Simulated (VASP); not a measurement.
# CoSi2 (R-3m) in VASP: single point with PBEsol

Aim: the single point of CoSi2 with PBEsol.

Everything below comes from runs of VASP 6.6.1. Logs are shortened: lines on timing, memory, paths and dates and some standing lists are left out, and cuts for length are marked.

### 1 The cell of the first run

The structure is trigonal, space group R-3m (No. 166). The conventional cell has a = 3.757 Å, b = 3.757 Å, c = 9.202 Å, α = 90.00°, β = 90.00°, γ = 120.00°. Co (site symmetry -3m) has 8 Si at 2.23 to 2.56 Å within 2.9 Å. Si (site symmetry 3m) has 4 Co at 2.23 to 2.56 Å and 3 Si at 2.39 Å within 2.9 Å.

### 2 Single point, PBEsol (mode 4 (341.3 1/cm) frozen in, largest displacement +0.263 Å)

Input file INCAR:

```
SYSTEM = CoSi2
ALGO = Normal ; EDIFF = 1E-6
ENCUT = 520 ; GGA = PS
ISIF = 2 ; ISMEAR = 0
LASPH = .True. ; LCHARG = .False.
LREAL = .False. ; LWAVE = .False.
NBANDS = 16 ; NELM = 80
PREC = Accurate ; SIGMA = 0.15
```

Input file KPOINTS:

```
k-points
0
Gamma
  16 16 16
  0 0 0
```

Input file POSCAR:

```
CoSi2
1.0
    0.0000000000      2.6562539604      2.6562539604
    2.6562539604      0.0000000000      2.6562539604
    2.6562539604      2.6562539604      0.0000000000
Co Si
1 2
Direct
    0.0000000000      0.0000000000      0.0000000000
    0.2785278531      0.2785278531      0.2785278531
    0.7214721469      0.7214721469      0.7214721469
```

Potentials or basis: VASP PAW PBE potentials, release 64 (Co, Si).

Run with:

```sh
$ cat potpaw_PBE.64/Co/POTCAR potpaw_PBE.64/Si/POTCAR > POTCAR
$ mpirun -np 1 vasp_std > vasp.out
```

OUTCAR:

```text
SYSTEM = CoSi2
   EDIFF = 1E-6
   ENCUT = 520
   GGA = PS
   ISIF = 2
   ISMEAR = 0
   LASPH = .True.
   LREAL = .False.
   NELM = 80
   PREC = Accurate

 ion  position               nearest neighbor table
   1  0.000  0.000  0.000-   3 2.23   3 2.23   3 2.23   2 2.23   2 2.23   2 2.23   3 2.56   2 2.56

   2  0.279  0.279  0.279-   1 2.23   1 2.23   1 2.23   3 2.39   3 2.39   3 2.39   1 2.56   3 2.99
                             3 2.99   3 2.99
   3  0.721  0.721  0.721-   1 2.23   1 2.23   1 2.23   2 2.39   2 2.39   2 2.39   1 2.56   2 2.99
                             2 2.99   2 2.99

  LATTYP: Found a face centered cubic cell.
 ALAT       =     5.3125079208

  Lattice vectors:

 A1 = (   0.0000000000,   2.6562539604,   2.6562539604)
 A2 = (   2.6562539604,   0.0000000000,   2.6562539604)
 A3 = (   2.6562539604,   2.6562539604,   0.0000000000)

Analysis of symmetry for initial positions (statically):
=====================================================================
 Subroutine PRICEL returns:
 Original cell was already a primitive cell.

 Routine SETGRP: Setting up the symmetry group for a
 face centered cubic supercell.

 Subroutine GETGRP returns: Found 12 space group operations
 (whereof 12 operations were pure point group operations)
 out of a pool of 48 trial point group operations.

The static configuration has the point symmetry D_3d.

Analysis of symmetry for dynamics (positions and initial velocities):
=====================================================================
 Subroutine PRICEL returns:
 Original cell was already a primitive cell.

 Routine SETGRP: Setting up the symmetry group for a
 face centered cubic supercell.

 Subroutine GETGRP returns: Found 12 space group operations
 (whereof 12 operations were pure point group operations)
 out of a pool of 48 trial point group operations.

The dynamic configuration has the point symmetry D_3d.

 Subroutine INISYM returns: Found 12 space group operations
 (whereof 12 operations are pure point group operations),
 and found     1 'primitive' translations

----------------------------------------------------------------------------------------

                                     Primitive cell

  volume of cell :      37.4834

  direct lattice vectors                    reciprocal lattice vectors
     0.000000000  2.656253960  2.656253960    -0.188235013  0.188235013  0.188235013
     2.656253960  0.000000000  2.656253960     0.188235013 -0.188235013  0.188235013
     2.656253960  2.656253960  0.000000000     0.188235013  0.188235013 -0.188235013

  length of vectors
     3.756510376  3.756510376  3.756510376     0.326032607  0.326032607  0.326032607

  position of ions in fractional coordinates (direct lattice)
     0.000000000  0.000000000  0.000000000
     0.278527853  0.278527853  0.278527853
     0.721472147  0.721472147  0.721472147

  ion indices of the primitive-cell ions
   primitive index   ion index
                 1           1
                 2           2
                 3           3

----------------------------------------------------------------------------------------

 KPOINTS: k-points

Automatic generation of k-mesh.
 Grid dimensions read from file:
 generate k-points for:   16   16   16

 Generating k-lattice:

  Cartesian coordinates                     Fractional coordinates (reciprocal lattice)
    -0.011764688  0.011764688  0.011764688     0.062500000  0.000000000  0.000000000
     0.011764688 -0.011764688  0.011764688     0.000000000  0.062500000  0.000000000
     0.011764688  0.011764688 -0.011764688     0.000000000  0.000000000  0.062500000

  Length of vectors
     0.020377038  0.020377038  0.020377038

  Shift w.r.t. Gamma in fractional coordinates (k-lattice)
     0.000000000  0.000000000  0.000000000

 Subroutine IBZKPT returns following result:
 ===========================================

 Found    417 irreducible k-points:

 Following reciprocal coordinates:
            Coordinates               Weight
  0.000000  0.000000  0.000000      1.000000
  0.062500  0.000000  0.000000      6.000000
  0.062500  0.062500  0.062500      2.000000
  0.125000  0.000000  0.000000      6.000000
  0.125000  0.125000  0.125000      2.000000
  0.187500  0.000000  0.000000      6.000000
[... 16 lines left out ...]
  0.062500  0.062500 -0.125000      6.000000
  0.187500  0.125000  0.187500      6.000000
 [... further k-points ...]
   k-points           NKPTS =    417   k-points in BZ     NKDIM =    417   number of bands    NBANDS=     16
   number of dos      NEDOS =    301   number of ions     NIONS =      3
   total plane-waves  NPLWV =  21952
   dimension x,y,z NGX =    28 NGY =   28 NGZ =   28
   dimension x,y,z NGXF=    56 NGYF=   56 NGZF=   56
   ions per type =               1   2
   NGX,Y,Z   is equivalent  to a cutoff of  12.39, 12.39, 12.39 a.u.
   NGXF,Y,Z  is equivalent  to a cutoff of  24.78, 24.78, 24.78 a.u.
 SYSTEM =  CoSi2
   PREC   = accura    normal or accurate (medium, high low for compatibility)
   ISTART =      0    job   : 0-new  1-cont  2-samecut
   ICHARG =      2    charge: 1-file 2-atom 10-const
   ISPIN  =      1    spin polarized calculation?
   LNONCOLLINEAR =      F non collinear calculations
   LSORBIT =      F    spin-orbit coupling
   LASPH  =      T    aspherical Exc in radial PAW
   ENCUT  =  520.0 eV  38.22 Ry    6.18 a.u.   6.98  6.98  6.98*2*pi/ulx,y,z
   NELM   =     80;   NELMIN=  2; NELMDL= -5     # of ELM steps
   EDIFF  = 0.1E-05   stopping-criterion for ELM
   LREAL  =      F    real-space projection
   EDIFFG = 0.1E-04   stopping-criterion for IOM
   NSW    =      0    number of steps for IOM
   IBRION =     -1    ionic relax: 0-MD 1-quasi-New 2-CG
   NFREE  =      0    steps in history (QN), initial steepest desc. (CG)
   ISIF   =      2    stress and relaxation
   ISYM   =      2    0-nonsym 1-usesym 2-fastsym
   POTIM  = 0.5000    time-step for ionic-motion
   TEBEG  =    0.0;   TEEND  =   0.0 temperature during run
   PSTRESS=    0.0 pullay stress
   NELECT =      17.0000    total number of electrons
   NUPDOWN=      -1.0000    fix difference up-down
   EMIN   =  10.00;   EMAX   =-10.00  energy-range for DOS
   EFERMI =   0.00;   METHOD = LEGACY
   ISMEAR =     0;   SIGMA  =   0.15  broadening in eV -4-tet -1-fermi 0-gaus
   EFERMI_NEDOS =   21; number of points for ismear=-14 and -15
   IALGO  =     38    algorithm
   IMIX   =      4    mixing-type and parameters
     AMIX     =   0.40;   BMIX     =  1.00
     AMIX_MAG =   1.60;   BMIX_MAG =  1.00
  volume/ion in A,a.u.               =      12.49        84.32
  Fermi-wavevector in a.u.,A,eV,Ry     =   1.257800  2.376897 21.525240  1.582061
  Thomas-Fermi vector in A             =   2.391441
   LORBIT       =      0    0 simple, 1 ext, 2 COOP (PROOUT), +10 PAW based schemes
   GGA     = PS    functional components
   LHFCALC =     F    Hartree Fock is set to
   AEXX    =    0.0000 exact exchange contribution
   IVDW    =     0    specifies the selected vdW correction
   LEPSILON=     F    determine dielectric tensor
   LRPA    =     F    only Hartree local field effects (RPA)
 non-spin polarized calculation
 Gauss-broadening in eV      SIGMA  =   0.15
  energy-cutoff  :      520.00
  volume of cell :       37.48
 maximum number of plane-waves:      1036
   NGX = 13   NGY = 13   NGZ = 13

 number of electron      17.0000005 magnetization

 Free energy of the ion-electron system (eV)
  ---------------------------------------------------
  ext. energy  EPLUGINS =         0.00000000
  ---------------------------------------------------
  free energy    TOTEN  =       -20.29396795 eV

  energy without entropy =      -20.28415278  energy(sigma->0) =      -20.28906036

 E-fermi :  10.4880     XC(G=0): -11.9356

 val. band max:       10.4869488072   @ k =  -0.3750   0.5000  -0.3750
 cond. band min:      10.4995812509   @ k =   0.4375   0.3750   0.4375
 fundamental gap:      0.0126324437
 Fermi energy:        10.4879757751

 k-point     1 :       0.0000    0.0000    0.0000
  band No.  band energies     occupation
      1      -3.1869      2.00000
      2       5.6729      2.00000
      3       5.6729      2.00000
      4       6.7547      2.00000
      5       8.4237      2.00000
      6       8.4237      2.00000
[... 8 lines left out ...]
     15      16.9542      0.00000
     16      17.4117      0.00000

 k-point     2 :       0.0625    0.0000    0.0000
  band No.  band energies     occupation
      1      -3.1261      2.00000
      2       5.5550      2.00000
      3       5.7072      2.00000
      4       6.7554      2.00000
      5       8.3908      2.00000
      6       8.4005      2.00000
[... 8 lines left out ...]
     15      16.7423      0.00000
     16      17.0842      0.00000

 k-point     3 :       0.0625    0.0625    0.0625
  band No.  band energies     occupation
      1      -3.1330      2.00000
      2       5.6764      2.00000
      3       5.6764      2.00000
      4       6.5855      2.00000
      5       8.4217      2.00000
      6       8.4217      2.00000
[... 8 lines left out ...]
     15      16.8378      0.00000
     16      17.4993      0.00000

 k-point     4 :       0.1250    0.0000    0.0000
  band No.  band energies     occupation
      1      -2.9443      2.00000
      2       5.2086      2.00000
      3       5.8097      2.00000
      4       6.7611      2.00000
      5       8.3177      2.00000
      6       8.3356      2.00000
[... 8 lines left out ...]
     15      16.3467      0.00000
     16      16.9370      0.00000
[... 324 lines left out ...]
 k-point    22 :       0.1875    0.0625    0.0000
  band No.  band energies     occupation
      1      -2.7100      2.00000
      2       4.8744      2.00000
      3       5.8996      2.00000
      4       6.6531      2.00000
      5       8.1335      2.00000
      6       8.4062      2.00000
[... 8 lines left out ...]
     15      16.2944      0.00000
     16      17.6285      0.00000

 k-point    23 :       0.0625    0.0625   -0.1250
  band No.  band energies     occupation
      1      -2.6968      2.00000
      2       4.7983      2.00000
      3       5.8928      2.00000
      4       6.8954      2.00000
      5       8.0728      2.00000
      6       8.3599      2.00000
[... 8 lines left out ...]
     15      16.6073      0.00000
     16      16.7260      0.00000

 k-point    24 :       0.1875    0.1250    0.1875
  band No.  band energies     occupation
      1      -2.7544      2.00000
      2       5.4964      2.00000
      3       5.6582      2.00000
      4       5.8875      2.00000
      5       8.2856      2.00000
      6       8.5159      2.00000
[... 8 lines left out ...]
     15      17.3622      0.00000
     16      18.1179      0.00000

 [... further k-points ...]

------------------------ aborting loop because EDIFF is reached ----------------------------------------

  FORCE on cell =-STRESS in cart. coord.  units (eV):
  Direction    XX          YY          ZZ          XY          YZ          ZX
  --------------------------------------------------------------------------------------
  -------------------------------------------------------------------------------------
  Total        2.2370754      2.2370754      2.2370754     -2.3296224     -2.3296224     -2.3296224
  in kB       95.6208092     95.6208092     95.6208092    -99.5766105    -99.5766105    -99.5766105
  external PRESSURE =      95.6208092 kB  Pullay stress =       0.0000000 kB

 VOLUME and BASIS-vectors are now :
 -----------------------------------------------------------------------------
  energy-cutoff  :      520.00
  volume of cell :       37.48
      direct lattice vectors                 reciprocal lattice vectors
     0.000000000  2.656253960  2.656253960    -0.188235013  0.188235013  0.188235013
     2.656253960  0.000000000  2.656253960     0.188235013 -0.188235013  0.188235013
     2.656253960  2.656253960  0.000000000     0.188235013  0.188235013 -0.188235013

 POSITION                                       TOTAL-FORCE (eV/Angst)
 -----------------------------------------------------------------------------------
      0.00000      0.00000      0.00000         0.000000     -0.000000      0.000000
      1.47968      1.47968      1.47968        -1.379111     -1.379111     -1.379111
      3.83283      3.83283      3.83283         1.379111      1.379111      1.379111
 -----------------------------------------------------------------------------------
    total drift:                                0.000000     -0.000000     -0.000000

  FREE ENERGIE OF THE ION-ELECTRON SYSTEM (eV)
  ---------------------------------------------------
  free  energy   TOTEN  =       -20.2939679474 eV

  energy  without entropy=      -20.2841527760  energy(sigma->0) =      -20.28906036
```

Run time: 4.4 min. Hardware: 1 thread of Intel Xeon Platinum 8259CL at 2.50GHz (Skylake/Cascade Lake), shared host; peak memory 0.35 GiB.

What came out:

```
Free energy   : -20.2940 eV
Pressure      : 9.6 GPa
Largest force : 2.389 eV/Å
```

Forces on the atoms (eV/Å):
```
Co   0.000  0.000  0.000
Si  -1.379 -1.379 -1.379
Si   1.379  1.379  1.379
```

Caveat: the cell differs from its parent crystal (mode 4 (341.3 1/cm) frozen in, largest displacement +0.263 Å); the PAW data sets were made with another functional, which shifts forces and pressure a little. Spin polarisation is off, so any magnetic state and its effect on volume and gap are missing.
